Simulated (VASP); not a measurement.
# Ca (P6_3/mmc) in VASP: single point with HSE06

Aim: the single point of Ca with HSE06.

Everything below comes from runs of VASP 6.6.1. Logs are shortened: lines on timing, memory, paths and dates and some standing lists are left out, and cuts for length are marked.

## (1) The cell of the first run

The structure is hexagonal, space group P6_3/mmc (No. 194). Conventional cell: a = 3.931 Å, b = 3.931 Å, c = 6.599 Å, α = 90.00°, β = 90.00°, γ = 120.00°. Ca (site symmetry -6m2) has 12 Ca at 3.93 to 4.00 Å within 5.2 Å.

This isn't the form of Ca at room conditions, which is fcc.

## (2) Single point, HSE06 (44.14 Å³/atom)

Contents of POSCAR:

```
Ca
1.0
    3.9306364241      0.0000000000      0.0000000000
   -1.9653182121      3.4040309963      0.0000000000
    0.0000000000      0.0000000000      6.5985948647
Ca
2
Direct
    0.3333333333      0.6666666667      0.7500000000
    0.6666666667      0.3333333333      0.2500000000
```

Contents of INCAR.step1:

```
PREC = Accurate
ENCUT = 520
EDIFF = 1E-5
ISMEAR = 0
SIGMA = 0.05
LREAL = False
LASPH = True
NELM = 60
ALGO = Normal
ISIF = 2
LWAVE = True
LCHARG = False
GGA = PE
NBANDS = 17
KPAR = 4
```

Contents of INCAR.step2:

```
PREC = Accurate
ENCUT = 520
EDIFF = 1E-6
ISMEAR = 0
SIGMA = 0.05
LREAL = False
LASPH = True
NELM = 60
ALGO = Normal
ISIF = 2
LWAVE = False
LCHARG = False
GGA = PE
LHFCALC = True
HFSCREEN = 0.2079
PRECFOCK = Normal
ISTART = 1
NBANDS = 17
KPAR = 4
```

Contents of KPOINTS:

```
Automatic mesh
0
Gamma
  6 6 4
```

Potentials or basis: VASP PAW PBE potentials, release 64 (Ca_sv).

The run is started by

```
cat potpaw_PBE.64/Ca_sv/POTCAR > POTCAR
cp INCAR.step1 INCAR
mpirun -np 4 vasp_std > vasp.out
cp INCAR.step2 INCAR
mpirun -np 4 vasp_std > vasp.out
```

OUTCAR:

```text
PREC = Accurate
   ENCUT = 520
   EDIFF = 1E-6
   ISMEAR = 0
   LREAL = False
   LASPH = True
   NELM = 60
   ISIF = 2
   GGA = PE
   LHFCALC = True
   HFSCREEN = 0.2079
   PRECFOCK = Normal
   ISTART = 1

 ion  position               nearest neighbor table
   1  0.333  0.667  0.750-
   2  0.667  0.333  0.250-

  LATTYP: Found a hexagonal cell.
 ALAT       =     3.9306364241
 C/A-ratio  =     1.6787599139

  Lattice vectors:

 A1 = (   3.9306364241,   0.0000000000,   0.0000000000)
 A2 = (  -1.9653182121,   3.4040309963,   0.0000000000)
 A3 = (   0.0000000000,   0.0000000000,   6.5985948647)

Analysis of symmetry for initial positions (statically):
=====================================================================
 Subroutine PRICEL returns:
 Original cell was already a primitive cell.

 Routine SETGRP: Setting up the symmetry group for a
 hexagonal supercell.

 Subroutine GETGRP returns: Found 24 space group operations
 (whereof 12 operations were pure point group operations)
 out of a pool of 24 trial point group operations.

The static configuration has the point symmetry D_3d.
 The point group associated with its full space group is D_6h.

Analysis of symmetry for dynamics (positions and initial velocities):
=====================================================================
 Subroutine PRICEL returns:
 Original cell was already a primitive cell.

 Routine SETGRP: Setting up the symmetry group for a
 hexagonal supercell.

 Subroutine GETGRP returns: Found 24 space group operations
 (whereof 12 operations were pure point group operations)
 out of a pool of 24 trial point group operations.

The dynamic configuration has the point symmetry D_3d.
 The point group associated with its full space group is D_6h.

 Subroutine INISYM returns: Found 24 space group operations
 (whereof 12 operations are pure point group operations),
 and found     1 'primitive' translations

----------------------------------------------------------------------------------------

                                     Primitive cell

  volume of cell :      88.2893

  direct lattice vectors                    reciprocal lattice vectors
     3.930636424  0.000000000  0.000000000     0.254411727  0.146884679  0.000000000
    -1.965318212  3.404030996  0.000000000     0.000000000  0.293769358  0.000000000
     0.000000000  0.000000000  6.598594865     0.000000000  0.000000000  0.151547416

  length of vectors
     3.930636424  3.930636424  6.598594865     0.293769358  0.293769358  0.151547416

  position of ions in fractional coordinates (direct lattice)
     0.333333333  0.666666667  0.750000000
     0.666666667  0.333333333  0.250000000

  ion indices of the primitive-cell ions
   primitive index   ion index
                 1           1
                 2           2

----------------------------------------------------------------------------------------

 KPOINTS: Automatic mesh

Automatic generation of k-mesh.
 Grid dimensions read from file:
 generate k-points for:    6    6    4

 Generating k-lattice:

  Cartesian coordinates                     Fractional coordinates (reciprocal lattice)
     0.042401954  0.024480780  0.000000000     0.166666667  0.000000000  0.000000000
     0.000000000  0.048961560  0.000000000     0.000000000  0.166666667  0.000000000
     0.000000000  0.000000000  0.037886854     0.000000000  0.000000000  0.250000000

  Length of vectors
     0.048961560  0.048961560  0.037886854

  Shift w.r.t. Gamma in fractional coordinates (k-lattice)
     0.000000000  0.000000000  0.000000000

 Subroutine IBZKPT returns following result:
 ===========================================

 Found     21 irreducible k-points:

 Following reciprocal coordinates:
            Coordinates               Weight
  0.000000  0.000000  0.000000      1.000000
  0.166667 -0.000000  0.000000      6.000000
  0.333333 -0.000000  0.000000      6.000000
  0.500000  0.000000  0.000000      3.000000
  0.166667  0.166667  0.000000      6.000000
  0.333333  0.166667  0.000000     12.000000
[... 13 lines left out ...]
  0.333333  0.166667  0.500000     12.000000
  0.333333  0.333333  0.500000      2.000000
   k-points           NKPTS =     21   k-points in BZ     NKDIM =    144   number of bands    NBANDS=     17
   number of dos      NEDOS =    301   number of ions     NIONS =      2
   total plane-waves  NPLWV =  45000
   dimension x,y,z NGX =    30 NGY =   30 NGZ =   50
   dimension x,y,z NGXF=    60 NGYF=   60 NGZF=  100
   ions per type =               2
   NGX,Y,Z   is equivalent  to a cutoff of  12.69, 12.69, 12.60 a.u.
   NGXF,Y,Z  is equivalent  to a cutoff of  25.38, 25.38, 25.19 a.u.
 SYSTEM =  unknown system
   PREC   = accura    normal or accurate (medium, high low for compatibility)
   ISTART =      1    job   : 0-new  1-cont  2-samecut
   ICHARG =      0    charge: 1-file 2-atom 10-const
   ISPIN  =      1    spin polarized calculation?
   LNONCOLLINEAR =      F non collinear calculations
   LSORBIT =      F    spin-orbit coupling
   LASPH  =      T    aspherical Exc in radial PAW
   ENCUT  =  520.0 eV  38.22 Ry    6.18 a.u.   7.31  7.31 12.27*2*pi/ulx,y,z
   NELM   =     60;   NELMIN=  2; NELMDL=  0     # of ELM steps
   EDIFF  = 0.1E-05   stopping-criterion for ELM
   LREAL  =      F    real-space projection
   EDIFFG = 0.1E-04   stopping-criterion for IOM
   NSW    =      0    number of steps for IOM
   IBRION =     -1    ionic relax: 0-MD 1-quasi-New 2-CG
   NFREE  =      0    steps in history (QN), initial steepest desc. (CG)
   ISIF   =      2    stress and relaxation
   ISYM   =      3    0-nonsym 1-usesym 2-fastsym
   POTIM  = 0.5000    time-step for ionic-motion
   TEBEG  =    0.0;   TEEND  =   0.0 temperature during run
   PSTRESS=    0.0 pullay stress
   NELECT =      20.0000    total number of electrons
   NUPDOWN=      -1.0000    fix difference up-down
   EMIN   =  10.00;   EMAX   =-10.00  energy-range for DOS
   EFERMI =   0.00;   METHOD = LEGACY
   ISMEAR =     0;   SIGMA  =   0.05  broadening in eV -4-tet -1-fermi 0-gaus
   EFERMI_NEDOS =   21; number of points for ismear=-14 and -15
   IALGO  =     38    algorithm
   IMIX   =      1    mixing-type and parameters
     AMIX     =   0.40;   BMIX     =  1.00
     AMIX_MAG =   1.60;   BMIX_MAG =  1.00
  volume/ion in A,a.u.               =      44.14       297.90
  Fermi-wavevector in a.u.,A,eV,Ry     =   0.997966  1.885881 13.550521  0.995935
  Thomas-Fermi vector in A             =   2.130157
   LORBIT       =      0    0 simple, 1 ext, 2 COOP (PROOUT), +10 PAW based schemes
   GGA     = PE    functional components
   LHFCALC =     T    Hartree Fock is set to
   PRECFOCK=normal    Normal, Fast or Accurate (Low or Medium for compatibility)
   ENCUT4O =  -1.0   cutoff for four orbital integrals eV
   NKREDX  =     1    reduce k-point grid by
   NKREDY  =     1    reduce k-point grid by
   NKREDZ  =     1    reduce k-point grid by
   AEXX    =    0.2500 exact exchange contribution
   HFSCREEN=    0.2079 screening length (either q_TF or 0.3 A-1)
   HFSCREENC=   0.2079 screening length for correlation (either q_TF or 0.3 A-1)
   ENCUTFOCK=  -1.0 apply spherical cutoff to Coloumb kernel
   IVDW    =     0    specifies the selected vdW correction
   LEPSILON=     F    determine dielectric tensor
   LRPA    =     F    only Hartree local field effects (RPA)
 non-spin polarized calculation
 Gauss-broadening in eV      SIGMA  =   0.05
  energy-cutoff  :      520.00
  volume of cell :       88.29
 maximum number of plane-waves:      2403
 NGX is ok and might be reduce to    30
  NGX = 24; NGY = 24; NGZ = 40

 number of electron      19.9999994 magnetization

 Free energy of the ion-electron system (eV)
  ---------------------------------------------------
  ext. energy  EPLUGINS =         0.00000000
  ---------------------------------------------------
  free energy    TOTEN  =        -3.61237329 eV

  energy without entropy =       -3.60898005  energy(sigma->0) =       -3.61067667

 E-fermi :   1.9612     XC(G=0):  -6.4070

 val. band max:        1.9018110597   @ k =   0.5000   0.0000   0.5000
 cond. band min:       1.9616612948   @ k =   0.3333   0.3333   0.2500
 fundamental gap:      0.0598502351
 Fermi energy:         1.9611516420

 k-point     1 :       0.0000    0.0000    0.0000
  band No.  band energies     occupation
      1     -43.9313      2.00000
      2     -43.9212      2.00000
      3     -23.4589      2.00000
      4     -23.3784      2.00000
      5     -23.3784      2.00000
      6     -23.3640      2.00000
[... 9 lines left out ...]
     16       5.3139      0.00000
     17       5.8462      0.00000

 k-point     2 :       0.1667   -0.0000    0.0000
  band No.  band energies     occupation
      1     -43.9285      2.00000
      2     -43.9197      2.00000
      3     -23.4477      2.00000
      4     -23.4040      2.00000
      5     -23.3909      2.00000
      6     -23.3859      2.00000
[... 9 lines left out ...]
     16       5.3040      0.00000
     17       5.5524      0.00000

 k-point     3 :       0.3333   -0.0000    0.0000
  band No.  band energies     occupation
      1     -43.9227      2.00000
      2     -43.9171      2.00000
      3     -23.4569      2.00000
      4     -23.4412      2.00000
      5     -23.4215      2.00000
      6     -23.4004      2.00000
[... 9 lines left out ...]
     16       5.9162      0.00000
     17       6.1817      0.00000

 k-point     4 :       0.5000    0.0000    0.0000
  band No.  band energies     occupation
      1     -43.9193      2.00000
      2     -43.9162      2.00000
      3     -23.4838      2.00000
      4     -23.4650      2.00000
      5     -23.4075      2.00000
      6     -23.4030      2.00000
[... 9 lines left out ...]
     16       6.5935      0.00000
     17       6.9793      0.00000
[... 283 lines left out ...]
      1     -43.9209      2.00000
      2     -43.9209      2.00000
      3     -23.4428      2.00000
      4     -23.4427      2.00000
      5     -23.3939      2.00000
      6     -23.3939      2.00000
[... 9 lines left out ...]
     16       5.3945      0.00000
     17       6.2994      0.00000

 k-point    20 :       0.3333    0.1667    0.5000
  band No.  band energies     occupation
      1     -43.9178      2.00000
      2     -43.9177      2.00000
      3     -23.4703      2.00000
      4     -23.4703      2.00000
      5     -23.4121      2.00000
      6     -23.4121      2.00000
[... 9 lines left out ...]
     16       5.3578      0.00000
     17       6.6325      0.00000

 k-point    21 :       0.3333    0.3333    0.5000
  band No.  band energies     occupation
      1     -43.9167      2.00000
      2     -43.9167      2.00000
      3     -23.4563      2.00000
      4     -23.4563      2.00000
      5     -23.4425      2.00000
      6     -23.4425      2.00000
[... 9 lines left out ...]
     16       5.3886      0.00000
     17       6.6595      0.00000

------------------------ aborting loop because EDIFF is reached ----------------------------------------

  FORCE on cell =-STRESS in cart. coord.  units (eV):
  Direction    XX          YY          ZZ          XY          YZ          ZX
  --------------------------------------------------------------------------------------
  -------------------------------------------------------------------------------------
  Total       -0.0381812     -0.0381812      0.0325725      0.0000000     -0.0000000      0.0000000
  in kB       -0.6928700     -0.6928700      0.5910897      0.0000000     -0.0000000      0.0000000
  external PRESSURE =      -0.2648834 kB  Pullay stress =       0.0000000 kB

 VOLUME and BASIS-vectors are now :
 -----------------------------------------------------------------------------
  energy-cutoff  :      520.00
  volume of cell :       88.29
      direct lattice vectors                 reciprocal lattice vectors
     3.930636424  0.000000000  0.000000000     0.254411727  0.146884679  0.000000000
    -1.965318212  3.404030996  0.000000000     0.000000000  0.293769358  0.000000000
     0.000000000  0.000000000  6.598594865     0.000000000  0.000000000  0.151547416

 POSITION                                       TOTAL-FORCE (eV/Angst)
 -----------------------------------------------------------------------------------
     -0.00000      2.26935      4.94895         0.000000     -0.000000     -0.000000
      1.96532      1.13468      1.64965        -0.000000      0.000000      0.000000
 -----------------------------------------------------------------------------------
    total drift:                                0.000000      0.000000     -0.000000

  FREE ENERGIE OF THE ION-ELECTRON SYSTEM (eV)
  ---------------------------------------------------
  free  energy   TOTEN  =        -3.6123732907 eV

  energy  without entropy=       -3.6089800546  energy(sigma->0) =       -3.61067667
```

Run time: 17 min. Hardware: 4 MPI ranks of Intel Xeon Platinum 8488C (Sapphire Rapids), shared host; peak memory 0.34 GiB.

What came out:

| Quantity | Value |
| --- | --- |
| Free energy | -3.6124 eV |
| Pressure | 0.0 GPa |
| Band gap on the k mesh | zero (bands 10 and 11 overlap by 0.90 eV) |

Levels at points of the mesh, in eV from the Fermi level:
```csv
k point,band 6,band 7,band 8,band 9,band 10,band 11,band 12,band 13,band 14,band 15
"(0.00, 0.00, 0.00)",-25.33,-25.33,-25.30,-4.87,-1.22,-0.70,2.91,3.03,3.03,3.35
"(0.50, 0.00, 0.00)",-25.36,-25.34,-25.33,-1.26,-0.94,0.43,0.78,1.59,2.22,2.99
"(0.00, 0.00, 0.50)",-25.33,-25.33,-25.33,-3.76,-3.76,1.76,1.76,3.04,3.04,3.04
"(0.50, 0.00, 0.50)",-25.36,-25.34,-25.34,-0.70,-0.70,-0.06,-0.06,1.97,1.97,3.65
```

Caveat: the PAW data sets were made with another functional, which shifts forces and pressure a little.
